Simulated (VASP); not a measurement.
# Zr (P6/mmm) in VASP: relaxation of cell and atoms with PBEsol

Aim: the relaxation of cell and atoms of Zr with PBEsol.

Program: VASP 6.6.1. These are calculated values, not measurements. Logs are shortened: lines on timing, memory, paths and dates and some standing lists are left out, and cuts for length are marked.

### Step 1. The cell of the first run

Symmetry: P6/mmm, No. 191, hexagonal system. The conventional cell has a = 5.042 Å, b = 5.042 Å, c = 3.149 Å, α = 90.00°, β = 90.00°, γ = 120.00°. Within 3.8 Å of Zr (site symmetry -6m2) lie 11 Zr at 2.91 to 3.31 Å. Within 4.1 Å of Zr (site symmetry 6/mmm) lie 14 Zr at 3.15 to 3.31 Å.

### Step 2. Relaxation of cell and atoms, PBEsol

INCAR

```
PREC = Accurate ; ENCUT = 600
EDIFF = 1E-6 ; ISMEAR = 0
SIGMA = 0.1 ; LREAL = False
LASPH = True ; NELM = 100
ALGO = Normal ; ISIF = 3
LWAVE = False ; LCHARG = False
GGA = PS ; IBRION = 2
NSW = 70 ; EDIFFG = -0.005
```

KPOINTS

```
regular mesh
0
Gamma
  12 12 14
```

POSCAR

```
Zr
1.0
    5.0423649889      0.0000000000      0.0000000000
   -2.5211824945      4.3668161755      0.0000000000
    0.0000000000      0.0000000000      3.1491838129
Zr
3
Direct
    0.6666666667      0.3333333333      0.5000000000
    0.3333333333      0.6666666667      0.5000000000
    0.0000000000      0.0000000000      0.0000000000
```

Potentials or basis: VASP PAW PBE potentials, release 64 (Zr_sv).

On the command line:

```
$ cat potpaw_PBE.64/Zr_sv/POTCAR > POTCAR
$ mpirun -np 1 vasp_std > vasp.out
```

OUTCAR:

```text
PREC = Accurate
   ENCUT = 600
   EDIFF = 1E-6
   ISMEAR = 0
   LREAL = False
   LASPH = True
   NELM = 100
   ISIF = 3
   GGA = PS
   IBRION = 2
   NSW = 70
   EDIFFG = -0.005

 ion  position               nearest neighbor table
   1  0.667  0.333  0.500-   2 2.91   2 2.91   2 2.91   3 3.31   3 3.31   3 3.31   3 3.31   3 3.31
                             3 3.31
   2  0.333  0.667  0.500-   1 2.91   1 2.91   1 2.91   3 3.31   3 3.31   3 3.31   3 3.31   3 3.31
                             3 3.31
   3  0.000  0.000  0.000-   1 3.31   2 3.31   1 3.31   2 3.31   2 3.31   2 3.31   1 3.31   1 3.31
                             1 3.31   1 3.31   2 3.31   2 3.31

  LATTYP: Found a hexagonal cell.
 ALAT       =     5.0423649889
 C/A-ratio  =     0.6245449942

  Lattice vectors:

 A1 = (   5.0423649889,   0.0000000000,   0.0000000000)
 A2 = (  -2.5211824945,   4.3668161755,   0.0000000000)
 A3 = (   0.0000000000,   0.0000000000,   3.1491838129)

Analysis of symmetry for initial positions (statically):
=====================================================================
 Subroutine PRICEL returns:
 Original cell was already a primitive cell.

 Routine SETGRP: Setting up the symmetry group for a
 hexagonal supercell.

 Subroutine GETGRP returns: Found 24 space group operations
 (whereof 24 operations were pure point group operations)
 out of a pool of 24 trial point group operations.

The static configuration has the point symmetry D_6h.

Analysis of symmetry for dynamics (positions and initial velocities):
=====================================================================
 Subroutine PRICEL returns:
 Original cell was already a primitive cell.

 Routine SETGRP: Setting up the symmetry group for a
 hexagonal supercell.

 Subroutine GETGRP returns: Found 24 space group operations
 (whereof 24 operations were pure point group operations)
 out of a pool of 24 trial point group operations.

The dynamic configuration has the point symmetry D_6h.

 Subroutine INISYM returns: Found 24 space group operations
 (whereof 24 operations are pure point group operations),
 and found     1 'primitive' translations

----------------------------------------------------------------------------------------

                                     Primitive cell

  volume of cell :      69.3421

  direct lattice vectors                    reciprocal lattice vectors
     5.042364989  0.000000000  0.000000000     0.198319638  0.114499896  0.000000000
    -2.521182495  4.366816176  0.000000000     0.000000000  0.228999793  0.000000000
     0.000000000  0.000000000  3.149183813     0.000000000  0.000000000  0.317542595

  length of vectors
     5.042364989  5.042364989  3.149183813     0.228999793  0.228999793  0.317542595

  position of ions in fractional coordinates (direct lattice)
     0.666666667  0.333333333  0.500000000
     0.333333333  0.666666667  0.500000000
     0.000000000  0.000000000  0.000000000

  ion indices of the primitive-cell ions
   primitive index   ion index
                 1           1
                 2           2
                 3           3

----------------------------------------------------------------------------------------

 KPOINTS: regular mesh

Automatic generation of k-mesh.
 Grid dimensions read from file:
 generate k-points for:   12   12   14

 Generating k-lattice:

  Cartesian coordinates                     Fractional coordinates (reciprocal lattice)
     0.016526637  0.009541658  0.000000000     0.083333333  0.000000000  0.000000000
     0.000000000  0.019083316  0.000000000     0.000000000  0.083333333  0.000000000
     0.000000000  0.000000000  0.022681614     0.000000000  0.000000000  0.071428571

  Length of vectors
     0.019083316  0.019083316  0.022681614

  Shift w.r.t. Gamma in fractional coordinates (k-lattice)
     0.000000000  0.000000000  0.000000000

 Subroutine IBZKPT returns following result:
 ===========================================

 Found    152 irreducible k-points:

 Following reciprocal coordinates:
            Coordinates               Weight
  0.000000  0.000000  0.000000      1.000000
  0.083333  0.000000  0.000000      6.000000
  0.166667  0.000000  0.000000      6.000000
  0.250000  0.000000  0.000000      6.000000
  0.333333 -0.000000  0.000000      6.000000
  0.416667  0.000000  0.000000      6.000000
[... 16 lines left out ...]
  0.250000  0.000000  0.071429     12.000000
  0.333333 -0.000000  0.071429     12.000000
 [... further k-points ...]
   k-points           NKPTS =    152   k-points in BZ     NKDIM =    152   number of bands    NBANDS=     22
   number of dos      NEDOS =    301   number of ions     NIONS =      3
   total plane-waves  NPLWV =  44800
   dimension x,y,z NGX =    40 NGY =   40 NGZ =   28
   dimension x,y,z NGXF=    80 NGYF=   80 NGZF=   56
   ions per type =               3
   NGX,Y,Z   is equivalent  to a cutoff of  13.19, 13.19, 14.78 a.u.
   NGXF,Y,Z  is equivalent  to a cutoff of  26.38, 26.38, 29.56 a.u.
 SYSTEM =  unknown system
   PREC   = accura    normal or accurate (medium, high low for compatibility)
   ISTART =      0    job   : 0-new  1-cont  2-samecut
   ICHARG =      2    charge: 1-file 2-atom 10-const
   ISPIN  =      1    spin polarized calculation?
   LNONCOLLINEAR =      F non collinear calculations
   LSORBIT =      F    spin-orbit coupling
   LASPH  =      T    aspherical Exc in radial PAW
   ENCUT  =  600.0 eV  44.10 Ry    6.64 a.u.  10.07 10.07  6.29*2*pi/ulx,y,z
   NELM   =    100;   NELMIN=  2; NELMDL= -5     # of ELM steps
   EDIFF  = 0.1E-05   stopping-criterion for ELM
   LREAL  =      F    real-space projection
   EDIFFG = -.5E-02   stopping-criterion for IOM
   NSW    =     70    number of steps for IOM
   IBRION =      2    ionic relax: 0-MD 1-quasi-New 2-CG
   NFREE  =      1    steps in history (QN), initial steepest desc. (CG)
   ISIF   =      3    stress and relaxation
   ISYM   =      2    0-nonsym 1-usesym 2-fastsym
   POTIM  = 0.5000    time-step for ionic-motion
   TEBEG  =    0.0;   TEEND  =   0.0 temperature during run
   PSTRESS=    0.0 pullay stress
   NELECT =      36.0000    total number of electrons
   NUPDOWN=      -1.0000    fix difference up-down
   EMIN   =  10.00;   EMAX   =-10.00  energy-range for DOS
   EFERMI =   0.00;   METHOD = LEGACY
   ISMEAR =     0;   SIGMA  =   0.10  broadening in eV -4-tet -1-fermi 0-gaus
   EFERMI_NEDOS =   21; number of points for ismear=-14 and -15
   IALGO  =     38    algorithm
   IMIX   =      4    mixing-type and parameters
     AMIX     =   0.40;   BMIX     =  1.00
     AMIX_MAG =   1.60;   BMIX_MAG =  1.00
  volume/ion in A,a.u.               =      23.11       155.98
  Fermi-wavevector in a.u.,A,eV,Ry     =   1.315760  2.486425 23.554729  1.731224
  Thomas-Fermi vector in A             =   2.445920
   LORBIT       =      0    0 simple, 1 ext, 2 COOP (PROOUT), +10 PAW based schemes
   GGA     = PS    functional components
   LHFCALC =     F    Hartree Fock is set to
   AEXX    =    0.0000 exact exchange contribution
   IVDW    =     0    specifies the selected vdW correction
   LEPSILON=     F    determine dielectric tensor
   LRPA    =     F    only Hartree local field effects (RPA)
 conjugate gradient relaxation of ions
 non-spin polarized calculation
 Gauss-broadening in eV      SIGMA  =   0.10
  energy-cutoff  :      600.00
  volume of cell :       69.34
 maximum number of plane-waves:      2347
   NGX = 21   NGY = 21   NGZ = 13

--------------------------------------- Ionic step        1  -------------------------------------------

 number of electron      36.0000000 magnetization

 Free energy of the ion-electron system (eV)
  ---------------------------------------------------
  ext. energy  EPLUGINS =         0.00000000
  ---------------------------------------------------
  free energy    TOTEN  =       -27.24513583 eV

  energy without entropy =      -27.22967456  energy(sigma->0) =      -27.23740519

------------------------ aborting loop because EDIFF is reached ----------------------------------------

  FORCE on cell =-STRESS in cart. coord.  units (eV):
  Direction    XX          YY          ZZ          XY          YZ          ZX
  --------------------------------------------------------------------------------------
  -------------------------------------------------------------------------------------
  Total       -1.6493887     -1.6493887     -1.5669852      0.0000000     -0.0000000      0.0000000
  in kB      -38.1097757    -38.1097757    -36.2058109      0.0000000     -0.0000000      0.0000000
  external PRESSURE =     -37.4751208 kB  Pullay stress =       0.0000000 kB
[... 92 lines left out ...]
  FREE ENERGIE OF THE ION-ELECTRON SYSTEM (eV)
  ---------------------------------------------------
  free  energy   TOTEN  =       -27.2773259916 eV

  energy  without entropy=      -27.2620351876  energy(sigma->0) =      -27.26968059

[... ionic steps 4 to 8 ...]

--------------------------------------- Ionic step        9  -------------------------------------------

 number of electron      36.0000000 magnetization

------------------------ aborting loop because EDIFF is reached ----------------------------------------

  FORCE on cell =-STRESS in cart. coord.  units (eV):
  Direction    XX          YY          ZZ          XY          YZ          ZX
  --------------------------------------------------------------------------------------
  -------------------------------------------------------------------------------------
  Total       -0.0096098     -0.0096098      0.0245457      0.0000000      0.0000000      0.0000000
  in kB       -0.2309056     -0.2309056      0.5897856      0.0000000      0.0000000      0.0000000
  external PRESSURE =       0.0426581 kB  Pullay stress =       0.0000000 kB
[... 59 lines left out ...]
  energy  without entropy=      -27.2621082800  energy(sigma->0) =      -27.26972929

--------------------------------------- Ionic step       11  -------------------------------------------

 number of electron      36.0000000 magnetization

 Free energy of the ion-electron system (eV)
  ---------------------------------------------------
  ext. energy  EPLUGINS =         0.00000000
  ---------------------------------------------------
  free energy    TOTEN  =       -27.27735233 eV

  energy without entropy =      -27.26213219  energy(sigma->0) =      -27.26974226

 E-fermi :   9.2526     XC(G=0): -11.4139

 val. band max:        9.2501065291   @ k =   0.4167   0.0833   0.2143
 cond. band min:       9.2562165429   @ k =   0.1667   0.1667   0.0714
 fundamental gap:      0.0061100138
 Fermi energy:         9.2525682826

 k-point     1 :       0.0000    0.0000    0.0000
  band No.  band energies     occupation
      1     -39.4267      2.00000
      2     -39.1615      2.00000
      3     -38.9419      2.00000
      4     -17.6485      2.00000
      5     -17.6485      2.00000
      6     -17.6160      2.00000
[... 574 lines left out ...]
      6     -17.3170      2.00000
[... 14 lines left out ...]
     21      10.1710      0.00000
     22      10.6796      0.00000

 [... further k-points ...]
[... 5 lines left out ...]
  --------------------------------------------------------------------------------------
  -------------------------------------------------------------------------------------
  Total       -0.0076845     -0.0076845     -0.0035639      0.0000000      0.0000000     -0.0000000
  in kB       -0.1846438     -0.1846438     -0.0856347      0.0000000      0.0000000     -0.0000000
  external PRESSURE =      -0.1516408 kB  Pullay stress =       0.0000000 kB
[... 18 lines left out ...]
  FREE ENERGIE OF THE ION-ELECTRON SYSTEM (eV)
  ---------------------------------------------------
  free  energy   TOTEN  =       -27.2773523331 eV

  energy  without entropy=      -27.2621321879  energy(sigma->0) =      -27.26974226

 reached required accuracy - stopping structural energy minimisation
```

It took 14 min on 1 thread of AMD EPYC 9R45 (Zen 5), shared host; peak memory 0.35 GiB.

What came out:

```
Free energy                            : -27.2774 eV
Relaxed volume                         : 22.23 Å³/atom
Relaxed cell                           : a = 4.974 Å, b = 4.974 Å, c = 3.112 Å, α = 90.00°, β = 90.00°, γ = 120.00°
Space group after relaxing (to 0.05 Å) : P6/mmm (No. 191)
Energy gained by relaxing              : 10.7 meV/atom
Ionic steps                            : 11
Pressure after relaxing                : 0.0 GPa
Band gap on the k mesh                 : zero (band 18 reaches 9.60 eV, above the bottom of band 19 at 8.98 eV)
```

Step by step:
| step | energy change (eV) | largest force (eV/Å) | pressure (GPa) | volume (Å³) |
| --- | --- | --- | --- | --- |
| 1 | 0.0000 | 0.0000 | -3.75 | 69.34 |
| 2 | 0.0024 | 0.0000 | 4.37 | 64.06 |
| 3 | -0.0322 | 0.0000 | -0.03 | 66.69 |
| 4 | -0.0322 | 0.0000 | 0.05 | 66.64 |
| 5 | -0.0322 | 0.0000 | -0.04 | 66.70 |
| 6 | -0.0322 | 0.0000 | -0.04 | 66.69 |
| 7 | -0.0322 | 0.0000 | -0.04 | 66.68 |
| 8 | -0.0322 | 0.0000 | 0.01 | 66.66 |
| 9 | -0.0322 | 0.0000 | 0.00 | 66.68 |
| 10 | -0.0322 | 0.0000 | 0.01 | 66.68 |
| 11 | -0.0322 | 0.0000 | -0.02 | 66.68 |

Final structure:
```
Zr
1.0
     4.97415    0.00000    0.00000
    -2.48708    4.30774    0.00000
     0.00000    0.00000    3.11188
Zr
3
Cartesian
  2.4871 1.4359 1.5559
  0.0000 2.8718 1.5559
  4.9742 0.0000 0.0000
```

Caveat: the PAW data sets were made with another functional, which shifts forces and pressure a little.
